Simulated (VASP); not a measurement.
# CaO (P6_3/mmc) in VASP: vibrations by perturbation theory with LDA

Aim: the vibrations by perturbation theory of CaO with LDA.

Everything below comes from runs of VASP 6.6.1. Logs are shortened: lines on timing, memory, paths and dates and some standing lists are left out, and cuts for length are marked.

## Step 1: The cell of the first run

Symmetry: P6_3/mmc, No. 194, hexagonal system. Conventional cell: a = 3.992 Å, b = 3.992 Å, c = 4.785 Å, α = 90.00°, β = 90.00°, γ = 120.00°. Within 3.0 Å of Ca (site symmetry -6m2) lie 5 O at 2.30 to 2.39 Å. Within 3.0 Å of O (site symmetry -6m2) lie 5 Ca at 2.30 to 2.39 Å.

## Step 2: Vibrations by perturbation theory, LDA

The input, INCAR:

```
SYSTEM = CaO
PREC     = Accurate       ! precision mode
ENCUT    = 520            ! plane-wave cutoff, eV
EDIFF    = 1E-8           ! SCF threshold, eV
ISMEAR   = 0              ! smearing method
SIGMA    = 0.01           ! smearing width, eV
LREAL    = .FALSE.        ! projectors in reciprocal space
LASPH    = .TRUE.         ! aspherical terms in the spheres
NELM     = 100            ! most SCF steps
ALGO     = Normal         ! electronic algorithm
ISIF     = 2              ! what is computed and relaxed
LWAVE    = .FALSE.        ! write WAVECAR
LCHARG   = .FALSE.        ! write CHGCAR
IBRION   = 8              ! ionic algorithm
NSW      = 1              ! ionic steps
```

The input, KPOINTS:

```
Automatic mesh
0
G
  6 6 4
  0 0 0
```

The input, POSCAR:

```
CaO
1.0
    3.9919760000      0.0000000000      0.0000000000
   -1.9959880000      3.4571520000      0.0000000000
    0.0000000000      0.0000000000      4.7848400000
Ca O
2 2
Direct
    0.3333333333      0.6666666667      0.7500000000
    0.6666666667      0.3333333333      0.2500000000
    0.3333333333      0.6666666667      0.2500000000
    0.6666666667      0.3333333333      0.7500000000
```

Potentials or basis: VASP PAW LDA potentials, release 64 (Ca_sv, O).

Run with:

```bash
> cat potpaw_LDA.64/Ca_sv/POTCAR potpaw_LDA.64/O/POTCAR > POTCAR
> mpirun -np 1 vasp_std > vasp.out
```

OUTCAR:

```text
SYSTEM = CaO
   PREC = Accurate
   ENCUT = 520
   EDIFF = 1E-8
   ISMEAR = 0
   LREAL = .FALSE.
   LASPH = .TRUE.
   NELM = 100
   ISIF = 2
   IBRION = 8
   NSW = 1

 ion  position               nearest neighbor table
   1  0.333  0.667  0.750-   4 2.30   4 2.30   4 2.30   3 2.39   3 2.39
   2  0.667  0.333  0.250-   3 2.30   3 2.30   3 2.30   4 2.39   4 2.39
   3  0.333  0.667  0.250-   2 2.30   2 2.30   2 2.30   1 2.39   1 2.39
   4  0.667  0.333  0.750-   1 2.30   1 2.30   1 2.30   2 2.39   2 2.39

  LATTYP: Found a hexagonal cell.
 ALAT       =     3.9919760000
 C/A-ratio  =     1.1986144205

  Lattice vectors:

 A1 = (   3.9919760000,   0.0000000000,   0.0000000000)
 A2 = (  -1.9959880000,   3.4571520000,   0.0000000000)
 A3 = (   0.0000000000,   0.0000000000,   4.7848400000)

Analysis of symmetry for initial positions (statically):
=====================================================================
 Subroutine PRICEL returns:
 Original cell was already a primitive cell.

 Routine SETGRP: Setting up the symmetry group for a
 hexagonal supercell.

 Subroutine GETGRP returns: Found 24 space group operations
 (whereof 12 operations were pure point group operations)
 out of a pool of 24 trial point group operations.

The static configuration has the point symmetry D_3d.
 The point group associated with its full space group is D_6h.

Analysis of symmetry for dynamics (positions and initial velocities):
=====================================================================
 Subroutine PRICEL returns:
 Original cell was already a primitive cell.

 Routine SETGRP: Setting up the symmetry group for a
 hexagonal supercell.

 Subroutine GETGRP returns: Found 24 space group operations
 (whereof 12 operations were pure point group operations)
 out of a pool of 24 trial point group operations.

The dynamic configuration has the point symmetry D_3d.
 The point group associated with its full space group is D_6h.

 Subroutine INISYM returns: Found 24 space group operations
 (whereof 12 operations are pure point group operations),
 and found     1 'primitive' translations

----------------------------------------------------------------------------------------

                                     Primitive cell

  volume of cell :      66.0349

  direct lattice vectors                    reciprocal lattice vectors
     3.991976000  0.000000000  0.000000000     0.250502508  0.144627717  0.000000000
    -1.995988000  3.457152000  0.000000000     0.000000000  0.289255433  0.000000000
     0.000000000  0.000000000  4.784840000     0.000000000  0.000000000  0.208993404

  length of vectors
     3.991976000  3.991975457  4.784840000     0.289255394  0.289255433  0.208993404

  position of ions in fractional coordinates (direct lattice)
     0.333333333  0.666666667  0.750000000
     0.666666667  0.333333333  0.250000000
[... 121 lines left out ...]
  ---------------------------------------------------
  ext. energy  EPLUGINS =         0.00000000
  ---------------------------------------------------
  free energy    TOTEN  =       -27.93944765 eV

  energy without entropy =      -27.93944765  energy(sigma->0) =      -27.93944765

 E-fermi :   1.1045     XC(G=0):  -9.9576

 val. band max:        0.9907045801   @ k =   0.0000   0.0000   0.0000
 cond. band min:       3.9898995291   @ k =   0.0000   0.0000   0.0000
 fundamental gap:      2.9991949489
 Fermi energy:         1.1044709323

 k-point     1 :       0.0000    0.0000    0.0000
  band No.  band energies     occupation
      1     -36.0965      2.00000
      2     -35.9552      2.00000
      3     -17.7553      2.00000
      4     -17.4945      2.00000
      5     -17.4945      2.00000
      6     -17.2865      2.00000
[... 472 lines left out ...]
     19       8.3584      0.00000
     20       8.3584      0.00000

------------------------ aborting loop because EDIFF is reached ----------------------------------------

  FORCE on cell =-STRESS in cart. coord.  units (eV):
  Direction    XX          YY          ZZ          XY          YZ          ZX
  --------------------------------------------------------------------------------------
  -------------------------------------------------------------------------------------
  Total       -2.0037536     -2.0037529     -2.3049574      0.0000000     -0.0000000      0.0000000
  in kB      -48.6162091    -48.6161914    -55.9241846      0.0000000     -0.0000000      0.0000000
  external PRESSURE =     -51.0521950 kB  Pullay stress =       0.0000000 kB

 VOLUME and BASIS-vectors are now :
 -----------------------------------------------------------------------------
  energy-cutoff  :      520.00
  volume of cell :       66.03
      direct lattice vectors                 reciprocal lattice vectors
     3.991976000  0.000000000  0.000000000     0.250502508  0.144627717  0.000000000
    -1.995988000  3.457152000  0.000000000     0.000000000  0.289255433  0.000000000
     0.000000000  0.000000000  4.784840000     0.000000000  0.000000000  0.208993404

 POSITION                                       TOTAL-FORCE (eV/Angst)
 -----------------------------------------------------------------------------------
     -0.00000      2.30477      3.58863         0.000000     -0.000000      0.000000
      1.99599      1.15238      1.19621        -0.000000      0.000000      0.000000
     -0.00000      2.30477      1.19621         0.000000     -0.000000      0.000000
      1.99599      1.15238      3.58863        -0.000000      0.000000      0.000000
 -----------------------------------------------------------------------------------
    total drift:                                0.000000      0.000000     -0.000000

  FREE ENERGIE OF THE ION-ELECTRON SYSTEM (eV)
  ---------------------------------------------------
  free  energy   TOTEN  =       -27.9394476467 eV

  energy  without entropy=      -27.9394476467  energy(sigma->0) =      -27.93944765

[... ionic steps 2 to 9 ...]

--------------------------------------- Ionic step       10  -------------------------------------------

------------------------ aborting loop because EDIFF is reached ----------------------------------------

[... ionic steps 11 to 11 ...]

--------------------------------------- Ionic step       12  -------------------------------------------

 Free energy of the ion-electron system (eV)
  ---------------------------------------------------
  ---------------------------------------------------
  free energy    TOTEN  =        -0.36702530 eV

  energy without entropy =       -0.36702530

------------------------ aborting loop because EDIFF is reached ----------------------------------------

 INTERNAL STRAIN TENSOR  FOR ION    3  DIRECTION 3   (eV/Angst):
 -----------------------------------------------------------------------------
     0.00383  0.00000 -0.00000
     0.00000  0.00383 -0.00000
     0.00000 -0.00000  0.00369

 INTERNAL STRAIN TENSOR FOR ION    4 for displacements in x,y,z  (eV/Angst):
          X           Y           Z          XY          YZ          ZX
  --------------------------------------------------------------------------------
  x    -0.00000     0.00000     0.00000     4.00479     0.00000     0.00000
  y     4.00479    -4.00479     0.00000    -0.00000     0.00000     0.00000
  z    -0.00000    -0.00000     0.00000     0.00000     0.00000     0.00000

 SECOND DERIVATIVES (NOT SYMMETRIZED)
 ------------------------------------
               1X          1Y          1Z          2X          2Y          2Z          3X          3Y          3Z          4X          4Y          4Z
  1X    -6.958318    0.000000    0.000000    1.415609    0.000000    0.000000    1.253108   -0.000000    0.000000    4.289601    0.000000    0.000000
  1Y     0.000000   -6.958316    0.000000    0.000000    1.415609    0.000000    0.000000    1.253107    0.000000    0.000000    4.289600    0.000000
  1Z     0.000000    0.000000   -7.436046    0.000000   -0.000000    4.747300    0.000000    0.000000    0.599349    0.000000    0.000000    2.089397
  2X     1.415609    0.000000    0.000000   -6.958318    0.000000    0.000000    4.289601    0.000000    0.000000    1.253108   -0.000000    0.000000
  2Y     0.000000    1.415609    0.000000    0.000000   -6.958316    0.000000    0.000000    4.289600    0.000000    0.000000    1.253107    0.000000
  2Z     0.000000   -0.000000    4.747300    0.000000    0.000000   -7.436046    0.000000    0.000000    2.089397    0.000000    0.000000    0.599349
  3X     1.259658    0.000000    0.000000    4.275168    0.000000    0.000000   -5.996744    0.000000    0.000000    0.461918    0.000000    0.000000
  3Y     0.000000    1.259657    0.000000    0.000000    4.275167    0.000000    0.000000   -5.996741    0.000000   -0.000000    0.461917    0.000000
  3Z     0.000000    0.000000    0.541618    0.000000    0.000000    2.114353    0.000000    0.000000   -4.894744    0.000000    0.000000    2.238773
  4X     4.275168    0.000000    0.000000    1.259658    0.000000    0.000000    0.461918    0.000000    0.000000   -5.996744    0.000000    0.000000
  4Y     0.000000    4.275167    0.000000    0.000000    1.259657    0.000000   -0.000000    0.461917    0.000000    0.000000   -5.996741    0.000000
  4Z     0.000000    0.000000    2.114353    0.000000    0.000000    0.541618    0.000000    0.000000    2.238773    0.000000    0.000000   -4.894744

 Eigenvectors and eigenvalues of the dynamical matrix
 ----------------------------------------------------

   1 f  =   10.878630 THz    68.352448 2PiTHz  362.872038 cm-1    44.990378 meV
             X         Y         Z           dx          dy          dz
     -0.000000  2.304768  3.588630    -0.377894   -0.000000   -0.000000
      1.995988  1.152384  1.196210    -0.377894   -0.000000    0.000000
     -0.000000  2.304768  1.196210     0.597659    0.000000    0.000000
      1.995988  1.152384  3.588630     0.597659    0.000000    0.000000
[... 71 lines left out ...]
  12 f/i=    0.020955 THz     0.131664 2PiTHz    0.698985 cm-1     0.086663 meV
             X         Y         Z           dx          dy          dz
     -0.000000  2.304768  3.588630    -0.000000   -0.000000   -0.596730
      1.995988  1.152384  1.196210    -0.000000   -0.000000   -0.596730
     -0.000000  2.304768  1.196210    -0.000000   -0.000000   -0.379360
      1.995988  1.152384  3.588630    -0.000000   -0.000000   -0.379360

--------------------------------------------------------------------------------------------------------

 ELASTIC MODULI CONTR FROM IONIC RELAXATION (kBar)
 Direction    XX          YY          ZZ          XY          YZ          ZX
 --------------------------------------------------------------------------------
 XX        -210.8053    210.8053      0.0000      0.0000      0.0000      0.0000
 YY         210.8053   -210.8052     -0.0000     -0.0000      0.0000      0.0000
 ZZ           0.0000     -0.0000     -0.0000      0.0000      0.0000      0.0000
 XY           0.0000     -0.0000      0.0000   -210.8053      0.0000      0.0000
 YZ           0.0000      0.0000      0.0000      0.0000      0.0000      0.0000
 ZX           0.0000      0.0000      0.0000      0.0000      0.0000      0.0000
 --------------------------------------------------------------------------------
```

Wall time 9.1 min (1 thread of Intel Xeon Platinum 8488C (Sapphire Rapids), shared host); peak memory 0.33 GiB.

Results:

| Quantity | Value |
| --- | --- |
| Highest phonon frequency at Γ, LO-TO splitting left out | 363 cm⁻¹ |

Phonon frequencies in cm⁻¹ (negative: imaginary):
```tsv
q point	frequencies
(0.000, 0.000, 0.000)	-1 0 0 203 203 252 277 354 354 357 363 363
```

Caveat: the cell stands under pressure or tension, which shifts response properties.
